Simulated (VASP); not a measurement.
# TiB2 (P6/mmm) in VASP: notebook

The runs below take TiB2 through relaxation of shape and atoms at fixed volume, relaxation of cell and atoms, with r2SCAN.

Program: VASP 6.6.1. These are calculated values, not measurements. Logs are shortened: lines on timing, memory, paths and dates and some standing lists are left out, and cuts for length are marked.

### Step 1. The cell of the first run

Symmetry: P6/mmm, No. 191, hexagonal system. Conventional cell: a = 2.967 Å, b = 2.967 Å, c = 3.147 Å, α = 90.00°, β = 90.00°, γ = 120.00°. Within 3.1 Å of Ti (site symmetry 6/mmm) lie 12 B at 2.33 Å and 6 Ti at 2.97 Å. B (site symmetry -6m2) has 3 B at 1.71 Å within 2.3 Å.

### Step 2. Relaxation of shape and atoms at fixed volume, r2SCAN (volume scaled by 0.94)

File POSCAR:

```
TiB2
1.0
    2.9673891078      0.0000000000      0.0000000000
   -1.4836945539      2.5698343503      0.0000000000
    0.0000000000      0.0000000000      3.1472192332
Ti B
1 2
Direct
    0.0000000000      0.0000000000      0.0000000000
    0.3333333333      0.6666666667      0.5000000000
    0.6666666667      0.3333333333      0.5000000000
```

File INCAR.step1:

```
PREC = Accurate ; ENCUT = 600
ISMEAR = 0 ; SIGMA = 0.1
LREAL = F ; LASPH = T
NELM = 100 ; GGA = PE
ALGO = Normal ; EDIFF = 1E-4
LWAVE = T ; LCHARG = F
```

File INCAR.step2:

```
PREC = Accurate ; ENCUT = 600
EDIFF = 1E-6 ; ISMEAR = 0
SIGMA = 0.1 ; LREAL = F
LASPH = T ; NELM = 100
ALGO = Normal ; ISIF = 4
LWAVE = F ; LCHARG = F
METAGGA = R2SCAN ; LMIXTAU = T
IBRION = 2 ; NSW = 50
EDIFFG = -0.01 ; ISTART = 1
```

File KPOINTS:

```
Automatic mesh
0
Gamma
  15 15 14
```

Potentials or basis: VASP PAW PBE potentials, release 64 (Ti_sv, B).

Command:

```
$ cat potpaw_PBE.64/Ti_sv/POTCAR potpaw_PBE.64/B/POTCAR > POTCAR
$ cp INCAR.step1 INCAR
$ mpirun -np 1 vasp_std > vasp.out
$ cp INCAR.step2 INCAR
$ mpirun -np 1 vasp_std > vasp.out
```

OUTCAR:

```text
PREC = Accurate
   ENCUT = 600
   EDIFF = 1E-6
   ISMEAR = 0
   LREAL = F
   LASPH = T
   NELM = 100
   ISIF = 4
   METAGGA = R2SCAN
   IBRION = 2
   NSW = 50
   EDIFFG = -0.01
   ISTART = 1

 ion  position               nearest neighbor table
   1  0.000  0.000  0.000-   2 2.33   3 2.33   2 2.33   3 2.33   3 2.33   3 2.33   2 2.33   2 2.33
                             3 2.33   3 2.33   2 2.33   2 2.33
   2  0.333  0.667  0.500-   3 1.71   3 1.71   3 1.71   1 2.33   1 2.33   1 2.33   1 2.33   1 2.33
                             1 2.33
   3  0.667  0.333  0.500-   2 1.71   2 1.71   2 1.71   1 2.33   1 2.33   1 2.33   1 2.33   1 2.33
                             1 2.33

  LATTYP: Found a hexagonal cell.
 ALAT       =     2.9673891078
 C/A-ratio  =     1.0606021384

  Lattice vectors:

 A1 = (   2.9673891078,   0.0000000000,   0.0000000000)
 A2 = (  -1.4836945539,   2.5698343503,   0.0000000000)
 A3 = (   0.0000000000,   0.0000000000,   3.1472192332)

Analysis of symmetry for initial positions (statically):
=====================================================================
 Subroutine PRICEL returns:
 Original cell was already a primitive cell.

 Routine SETGRP: Setting up the symmetry group for a
 hexagonal supercell.

 Subroutine GETGRP returns: Found 24 space group operations
 (whereof 24 operations were pure point group operations)
 out of a pool of 24 trial point group operations.

The static configuration has the point symmetry D_6h.

Analysis of symmetry for dynamics (positions and initial velocities):
=====================================================================
 Subroutine PRICEL returns:
 Original cell was already a primitive cell.

 Routine SETGRP: Setting up the symmetry group for a
 hexagonal supercell.

 Subroutine GETGRP returns: Found 24 space group operations
 (whereof 24 operations were pure point group operations)
 out of a pool of 24 trial point group operations.

The dynamic configuration has the point symmetry D_6h.

 Subroutine INISYM returns: Found 24 space group operations
 (whereof 24 operations are pure point group operations),
 and found     1 'primitive' translations

----------------------------------------------------------------------------------------

                                     Primitive cell

  volume of cell :      23.9997

  direct lattice vectors                    reciprocal lattice vectors
     2.967389108  0.000000000  0.000000000     0.336996586  0.194565070  0.000000000
    -1.483694554  2.569834350  0.000000000     0.000000000  0.389130140  0.000000000
     0.000000000  0.000000000  3.147219233     0.000000000  0.000000000  0.317740814

  length of vectors
     2.967389108  2.967389108  3.147219233     0.389130140  0.389130140  0.317740814

  position of ions in fractional coordinates (direct lattice)
     0.000000000  0.000000000  0.000000000
     0.333333333  0.666666667  0.500000000
     0.666666667  0.333333333  0.500000000

  ion indices of the primitive-cell ions
   primitive index   ion index
                 1           1
                 2           2
                 3           3

----------------------------------------------------------------------------------------

 KPOINTS: Automatic mesh

Automatic generation of k-mesh.
 Grid dimensions read from file:
 generate k-points for:   15   15   14

 Generating k-lattice:

  Cartesian coordinates                     Fractional coordinates (reciprocal lattice)
     0.022466439  0.012971005  0.000000000     0.066666667 -0.000000000  0.000000000
     0.000000000  0.025942009  0.000000000     0.000000000  0.066666667  0.000000000
     0.000000000  0.000000000  0.022695772     0.000000000  0.000000000  0.071428571

  Length of vectors
     0.025942009  0.025942009  0.022695772
[... 66 lines left out ...]
   NUPDOWN=      -1.0000    fix difference up-down
   EMIN   =  10.00;   EMAX   =-10.00  energy-range for DOS
   EFERMI =   0.00;   METHOD = LEGACY
   ISMEAR =     0;   SIGMA  =   0.10  broadening in eV -4-tet -1-fermi 0-gaus
   EFERMI_NEDOS =   21; number of points for ismear=-14 and -15
   IALGO  =     38    algorithm
   IMIX   =      4    mixing-type and parameters
     AMIX     =   0.40;   BMIX     =  1.00
     AMIX_MAG =   1.60;   BMIX_MAG =  1.00
  volume/ion in A,a.u.               =       8.00        53.99
  Fermi-wavevector in a.u.,A,eV,Ry     =   1.487408  2.810794 30.101294  2.212383
  Thomas-Fermi vector in A             =   2.600572
   LORBIT       =      0    0 simple, 1 ext, 2 COOP (PROOUT), +10 PAW based schemes
   METAGGA = R2SCAN    functional components
   LHFCALC =     F    Hartree Fock is set to
   AEXX    =    0.0000 exact exchange contribution
   IVDW    =     0    specifies the selected vdW correction
   LEPSILON=     F    determine dielectric tensor
   LRPA    =     F    only Hartree local field effects (RPA)
 conjugate gradient relaxation of ions
 non-spin polarized calculation
 Gauss-broadening in eV      SIGMA  =   0.10
  energy-cutoff  :      600.00
  volume of cell :       24.00
 maximum number of plane-waves:       820
 NGX is ok and might be reduce to    24
   NGX = 11   NGY = 11   NGZ = 13

--------------------------------------- Ionic step        1  -------------------------------------------

 number of electron      18.0000000 magnetization

 Free energy of the ion-electron system (eV)
  ---------------------------------------------------
  ext. energy  EPLUGINS =         0.00000000
  ---------------------------------------------------
  free energy    TOTEN  =       -30.88285943 eV

  energy without entropy =      -30.88119612  energy(sigma->0) =      -30.88202778

------------------------ aborting loop because EDIFF is reached ----------------------------------------

  FORCE on cell =-STRESS in cart. coord.  units (eV):
  Direction    XX          YY          ZZ          XY          YZ          ZX
  --------------------------------------------------------------------------------------
  -------------------------------------------------------------------------------------
  Total        2.9499983      2.9499983      2.7100297      0.0000000     -0.0000000      0.0000000
  in kB      196.9362774    196.9362774    180.9164278      0.0000000     -0.0000000      0.0000000
  external PRESSURE =     191.5963275 kB  Pullay stress =       0.0000000 kB

 VOLUME and BASIS-vectors are now :
 -----------------------------------------------------------------------------
  energy-cutoff  :      600.00
  volume of cell :       24.00
      direct lattice vectors                 reciprocal lattice vectors
     2.967389108  0.000000000  0.000000000     0.336996586  0.194565070  0.000000000
    -1.483694554  2.569834350  0.000000000     0.000000000  0.389130140  0.000000000
     0.000000000  0.000000000  3.147219233     0.000000000  0.000000000  0.317740814

 POSITION                                       TOTAL-FORCE (eV/Angst)
 -----------------------------------------------------------------------------------
      0.00000      0.00000      0.00000         0.000000      0.000000      0.000000
     -0.00000      1.71322      1.57361         0.000000      0.000000      0.000000
      1.48369      0.85661      1.57361        -0.000000     -0.000000      0.000000
 -----------------------------------------------------------------------------------
    total drift:                               -0.000000      0.000000     -0.000000

  FREE ENERGIE OF THE ION-ELECTRON SYSTEM (eV)
  ---------------------------------------------------
  free  energy   TOTEN  =       -30.8828594305 eV

  energy  without entropy=      -30.8811961206  energy(sigma->0) =      -30.88202778

--------------------------------------- Ionic step        2  -------------------------------------------

 number of electron      18.0000001 magnetization

 Free energy of the ion-electron system (eV)
  ---------------------------------------------------
  ext. energy  EPLUGINS =         0.00000000
  ---------------------------------------------------
  free energy    TOTEN  =       -30.88312468 eV

  energy without entropy =      -30.88142701  energy(sigma->0) =      -30.88227585

 E-fermi :  10.9139     XC(G=0): -14.1158

 val. band max:       10.8727502912   @ k =   0.2667   0.2000   0.0000
 cond. band min:      10.9157837626   @ k =   0.0000   0.0000   0.3571
 fundamental gap:      0.0430334714
 Fermi energy:        10.9139318236

 k-point     1 :       0.0000    0.0000    0.0000
  band No.  band energies     occupation
      1     -48.3129      2.00000
      2     -23.6405      2.00000
      3     -23.2744      2.00000
      4     -23.2743      2.00000
      5      -3.9638      2.00000
      6       7.9018      2.00000
      7       7.9018      2.00000
      8       8.3720      2.00000
      9       8.5503      2.00000
     10      13.0899      0.00000
     11      13.0899      0.00000
     12      15.1482      0.00000
     13      15.1483      0.00000
[... 354 lines left out ...]
  band No.  band energies     occupation
      1     -48.2326      2.00000
      2     -23.7384      2.00000
      3     -23.5397      2.00000
      4     -23.5111      2.00000
      5       1.0701      2.00000
      6       1.1662      2.00000
      7       4.3963      2.00000
      8       7.8427      2.00000
      9      10.2169      2.00000
     10      10.8358      1.73057
     11      13.1552      0.00000
     12      13.9648      0.00000
     13      17.2848      0.00000

 [... further k-points ...]
[... 5 lines left out ...]
  --------------------------------------------------------------------------------------
  -------------------------------------------------------------------------------------
  Total        2.8363342      2.8363342      2.8704141      0.0000000     -0.0000000      0.0000000
  in kB      189.3482745    189.3482745    191.6233883      0.0000000     -0.0000000      0.0000000
  external PRESSURE =     190.1066458 kB  Pullay stress =       0.0000000 kB

 VOLUME and BASIS-vectors are now :
 -----------------------------------------------------------------------------
  energy-cutoff  :      600.00
  volume of cell :       24.00
      direct lattice vectors                 reciprocal lattice vectors
     2.971210989  0.000000000  0.000000000     0.336563106  0.194314800  0.000000000
    -1.485605494  2.573144196 -0.000000000     0.000000000  0.388629600  0.000000000
     0.000000000 -0.000000000  3.139127879     0.000000000  0.000000000  0.318559816

 POSITION                                       TOTAL-FORCE (eV/Angst)
 -----------------------------------------------------------------------------------
      0.00000      0.00000      0.00000        -0.000000      0.000000      0.000000
     -0.00000      1.71543      1.56956        -0.000000      0.000000     -0.000000
      1.48561      0.85771      1.56956         0.000000     -0.000000      0.000000
 -----------------------------------------------------------------------------------
    total drift:                               -0.000000      0.000000      0.000000

  FREE ENERGIE OF THE ION-ELECTRON SYSTEM (eV)
  ---------------------------------------------------
  free  energy   TOTEN  =       -30.8831246797 eV

  energy  without entropy=      -30.8814270106  energy(sigma->0) =      -30.88227585

 reached required accuracy - stopping structural energy minimisation
```

Wall time 3.5 min (1 thread of AMD EPYC 9R45 (Zen 5), shared host); peak memory 0.19 GiB.

Results:

```yaml
Free_energy: -30.8831 eV
Energy_gained_by_relaxing: 0.1 meV/atom
Ionic_steps: 2
Pressure_after_relaxing: 19.0 GPa
Band_gap_on_the_k_mesh: zero (band 9 reaches 11.30 eV, above the bottom of band 10 at 10.60 eV)
```

Stress tensor (GPa, compression positive):
```
18.93  0.00  0.00
 0.00 18.93  0.00
 0.00  0.00 19.16
```

The path:
```tsv
step	energy change (eV)	largest force (eV/Å)	pressure (GPa)	volume (Å³)
1	0.0000	0.0000	19.16	24.00
2	-0.0003	0.0000	19.01	24.00
```

Final structure:
```cif
data_structure
_symmetry_space_group_name_H-M 'P 1'
_symmetry_Int_Tables_number 1
_cell_length_a 2.9712
_cell_length_b 2.9712
_cell_length_c 3.1391
_cell_angle_alpha 90.000
_cell_angle_beta 90.000
_cell_angle_gamma 120.000
_cell_volume 24.00
loop_
_atom_site_label
_atom_site_type_symbol
_atom_site_fract_x
_atom_site_fract_y
_atom_site_fract_z
_atom_site_occupancy
Ti1 Ti 0.00000 0.00000 0.00000 1
B1 B 0.33333 0.66667 0.50000 1
B2 B 0.66667 0.33333 0.50000 1
```

Caveat: the cell differs from its parent crystal (volume scaled by 0.94); the PAW data sets were made with another functional, which shifts forces and pressure a little.

### Step 3. Relaxation of cell and atoms, r2SCAN

This run uses another cell than the first one, of 8.55 Å³/atom, 1.069 times its volume.

File POSCAR:

```
TiB2
1.0
    3.0292000000      0.0000000000      0.0000000000
   -1.5146000000      2.6233641531      0.0000000000
    0.0000000000      0.0000000000      3.2284000000
Ti B
1 2
Direct
    0.0000000000      0.0000000000      0.0000000000
    0.3333333333      0.6666666667      0.5000000000
    0.6666666667      0.3333333333      0.5000000000
```

File INCAR.step1:

```
SYSTEM = TiB2
ALGO = Normal
EDIFF = 1E-4
ENCUT = 600
GGA = PE
ISMEAR = 0
LASPH = .True.
LCHARG = .False.
LREAL = .False.
LWAVE = .True.
NELM = 100
PREC = Accurate
SIGMA = 0.1
```

File INCAR.step2:

```
SYSTEM = TiB2
ALGO = Normal
EDIFF = 1E-7
EDIFFG = -0.005
ENCUT = 600
IBRION = 2
ISIF = 3
ISMEAR = 0
ISTART = 1
LASPH = .True.
LCHARG = .False.
LMIXTAU = .True.
LREAL = .False.
LWAVE = .False.
METAGGA = R2SCAN
NELM = 100
NSW = 100
PREC = Accurate
SIGMA = 0.1
```

File KPOINTS:

```
k-points
0
Gamma
  15 15 14
  0 0 0
```

Potentials or basis: VASP PAW PBE potentials, release 64 (Ti_sv, B).

Command:

```
$ cat potpaw_PBE.64/Ti_sv/POTCAR potpaw_PBE.64/B/POTCAR > POTCAR
$ cp INCAR.step1 INCAR
$ mpirun -np 1 vasp_std > vasp.out
$ cp INCAR.step2 INCAR
$ mpirun -np 1 vasp_std > vasp.out
```

Run time: 14 min. Hardware: 1 thread of AMD EPYC 7R13 (Zen 3), shared host; peak memory 0.2 GiB.

It converged, with:

| Quantity | Value |
| --- | --- |
| Free energy | -30.9757 eV |
| Relaxed volume | 8.54 Å³/atom |
| Relaxed cell | a = 3.027 Å, b = 3.027 Å, c = 3.227 Å, α = 90.00°, β = 90.00°, γ = 120.00° |
| Space group after relaxing (to 0.05 Å) | P6/mmm (No. 191) |
| Energy gained by relaxing | 0.0 meV/atom |
| Ionic steps | 3 |
| Pressure after relaxing | 0.0 GPa |
| Band gap on the k mesh | zero (band 9 reaches 10.58 eV, above the bottom of band 10 at 9.95 eV) |

Final structure:
```cif
data_structure
_symmetry_space_group_name_H-M 'P 1'
_symmetry_Int_Tables_number 1
_cell_length_a 3.0274
_cell_length_b 3.0274
_cell_length_c 3.2274
_cell_angle_alpha 90.000
_cell_angle_beta 90.000
_cell_angle_gamma 120.000
_cell_volume 25.62
loop_
_atom_site_label
_atom_site_type_symbol
_atom_site_fract_x
_atom_site_fract_y
_atom_site_fract_z
_atom_site_occupancy
Ti1 Ti 0.00000 0.00000 0.00000 1
B1 B 0.33333 0.66667 0.50000 1
B2 B 0.66667 0.33333 0.50000 1
```

Levels at points of the mesh, in eV from the Fermi level:
| k point | band 5 | band 6 | band 7 | band 8 | band 9 | band 10 | band 11 | band 12 | band 13 |
| --- | --- | --- | --- | --- | --- | --- | --- | --- | --- |
| (0.00, 0.00, 0.00) | -14.52 | -2.80 | -2.80 | -2.64 | -2.22 | 1.96 | 1.96 | 3.83 | 3.83 |
| (0.00, 0.00, 0.50) | -12.56 | -8.17 | -0.66 | -0.66 | -0.24 | -0.24 | 0.45 | 0.45 | 1.74 |

Caveat: the PAW data sets were made with another functional, which shifts forces and pressure a little.

### Step 4. Relaxation of shape and atoms at fixed volume, r2SCAN (volume scaled by 1.06)

File POSCAR:

```
TiB2
1.0
    3.0799446162      0.0000000000      0.0000000000
   -1.5399723081      2.6673102799      0.0000000000
    0.0000000000      0.0000000000      3.2943382637
Ti B
1 2
Direct
    0.0000000000      0.0000000000      0.0000000000
    0.3333333333      0.6666666667      0.5000000000
    0.6666666667      0.3333333333      0.5000000000
```

File INCAR.step1:

```
SYSTEM = TiB2
PREC = Accurate
ENCUT = 600
ISMEAR = 0
SIGMA = 0.1
LREAL = .False.
LASPH = .True.
NELM = 100
GGA = PE
ALGO = Normal
EDIFF = 1E-4
LWAVE = .True.
LCHARG = .False.
```

File INCAR.step2:

```
SYSTEM = TiB2
PREC = Accurate
ENCUT = 600
EDIFF = 1E-7
ISMEAR = 0
SIGMA = 0.1
LREAL = .False.
LASPH = .True.
NELM = 100
ALGO = Normal
ISIF = 4
LWAVE = .False.
LCHARG = .False.
METAGGA = R2SCAN
LMIXTAU = .True.
IBRION = 2
NSW = 50
EDIFFG = -0.01
ISTART = 1
```

File KPOINTS:

```
Automatic mesh
0
Gamma
  15 15 14
  0 0 0
```

Command:

```
$ cat potpaw_PBE.64/Ti_sv/POTCAR potpaw_PBE.64/B/POTCAR > POTCAR
$ cp INCAR.step1 INCAR
$ mpirun -np 1 vasp_std > vasp.out
$ cp INCAR.step2 INCAR
$ mpirun -np 1 vasp_std > vasp.out
```

Wall time 7.8 min (1 thread of AMD EPYC 9R45 (Zen 5), shared host); peak memory 0.21 GiB.

The run converged. Its results:

```
Free energy               : -30.9169 eV
Energy gained by relaxing : 0.1 meV/atom
Ionic steps               : 2
Pressure after relaxing   : -12.7 GPa
Band gap on the k mesh    : zero (band 9 reaches 9.99 eV, above the bottom of band 10 at 9.41 eV)
```

Step by step:
| step | energy change (eV) | largest force (eV/Å) | pressure (GPa) | volume (Å³) |
| --- | --- | --- | --- | --- |
| 1 | 0.0000 | 0.0000 | -12.85 | 27.06 |
| 2 | -0.0004 | 0.0000 | -12.68 | 27.06 |

Final structure:
```
Ti B
1.0
     3.07511    0.00000    0.00000
    -1.53756    2.66313    0.00000
     0.00000    0.00000    3.30470
Ti B
1 2
Direct
  0.00000 0.00000 0.00000
  0.33333 0.66667 0.50000
  0.66667 0.33333 0.50000
```

Levels at points of the mesh, in eV from the Fermi level:
| k point | band 6 | band 7 | band 8 | band 9 | band 10 | band 11 | band 12 | band 13 |
| --- | --- | --- | --- | --- | --- | --- | --- | --- |
| (0.00, 0.00, 0.00) | -2.69 | -2.62 | -2.62 | -2.11 | 1.80 | 1.80 | 3.52 | 3.52 |
| (0.00, 0.00, 0.50) | -7.94 | -0.62 | -0.62 | -0.18 | -0.18 | 0.41 | 0.41 | 1.51 |

Caveat: the cell differs from its parent crystal (volume scaled by 1.06); the PAW data sets were made with another functional, which shifts forces and pressure a little.

### Step 5. The runs side by side

| task | cell | gap on the mesh (eV) | pressure (GPa) |
| --- | --- | --- | --- |
| relaxation of shape and atoms at fixed volume | relaxed from a = 2.967, b = 2.967, c = 3.147 Å, angles 90.0, 90.0, 120.0°, 3 atoms | none | 19.0 |
| relaxation of cell and atoms | relaxed from a = 3.029, b = 3.029, c = 3.228 Å, angles 90.0, 90.0, 120.0°, 3 atoms | none | 0.0 |
| relaxation of shape and atoms at fixed volume | relaxed from a = 3.080, b = 3.080, c = 3.294 Å, angles 90.0, 90.0, 120.0°, 3 atoms | none | -12.7 |

Alike in all rows: level r2SCAN; potentials or basis VASP PAW PBE potentials, release 64 (Ti_sv, B); no spin polarisation; k mesh 15 × 15 × 14; cutoff (eV) 600; smearing gaussian 0.1 eV.

Caveats: the PAW data sets were made with another functional, which shifts forces and pressure a little.

Total energies depend on the potentials used, so only differences within one code and one set of settings carry meaning.
